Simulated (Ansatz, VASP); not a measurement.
**One calculation of MgO, two programs**

```xyz
2
Lattice="0.0000 2.2820 2.2820 2.2820 0.0000 2.2820 2.2820 2.2820 0.0000" Properties=species:S:1:pos:R:3 pbc="T T T"
Mg    0.0000    0.0000    0.0000
O     1.1410    1.1410    1.1410
```

Alike in both runs: task single point; functional r2SCAN; k mesh 6 × 6 × 6; no spin polarisation.

|  | VASP | Ansatz |
| --- | --- | --- |
| version | VASP 6.6.1 | Ansatz 0.2.0 |
| potentials or method | VASP PAW PBE potentials, release 64 (Mg, O) | plane waves, PAW |
| plane-wave cutoff (eV) | 660 | 500 |
| occupations | gaussian, width 0.01 eV | fixed |
| valence electrons in the cell | 8 | 16 |

|  | VASP | Ansatz | Ansatz less VASP |
| --- | --- | --- | --- |
| gap on the k mesh at the Fermi level (eV) | 4.33 | 4.34 | +0.011 |

VASP's potentials were made for PBE, not for r2SCAN. VASP's potentials hold 8 valence electrons a cell and Ansatz's 16, so a difference there can come from the potentials and not from the codes.
